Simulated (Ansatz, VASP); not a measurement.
One calculation of MgO, two programs

```
CELL_PARAMETERS angstrom
3.67339 0.06973 0.06101
-1.77631 3.14986 -0.01526
0.07312 0.02110 4.33209
ATOMIC_POSITIONS crystal
Mg 0.66707 0.32548 0.73592
Mg 0.33348 0.62506 0.26158
O 0.67381 0.39370 0.22648
O 0.32564 0.65576 0.77602
```

Change from the starting cell: all atoms moved at random, cell strained at random.

Alike in both runs: task single point; functional PBEsol; k mesh 9 × 9 × 6; occupations gaussian, width 0.02 eV; no spin polarisation.

```csv
,VASP,Ansatz
version,VASP 6.6.1,Ansatz 0.2.0
potentials or method,"VASP PAW PBE potentials, release 64 (Mg, O), cutoff 520 eV","scalar-relativistic, plane waves, PAW"
valence electrons in the cell,16,32
```

|  | VASP | Ansatz | Ansatz less VASP |
| --- | --- | --- | --- |
| gap on the k mesh at the Fermi level (eV) | 2.53 | 2.54 | +0.009 |
| least direct gap on the mesh (eV) | 2.53 | 2.54 | +0.009 |
| pressure (GPa) | -8.8 | -8.5 | +0.34 |
| traceless stress, the component that is largest in VASP (GPa) | 8.06 | 7.91 | -0.149 |
| rms of the force components (eV/Å) | 1.372 | 1.353 | -0.0192 |

VASP's potentials were made for PBE, not for PBEsol. Atom by atom the forces differ by 0.020 eV/Å (rms over components). With one functional, cell and mesh, what is left measures potentials, basis and numerics. VASP's potentials hold 16 valence electrons a cell and Ansatz's 32, so a difference there can come from the potentials and not from the codes.
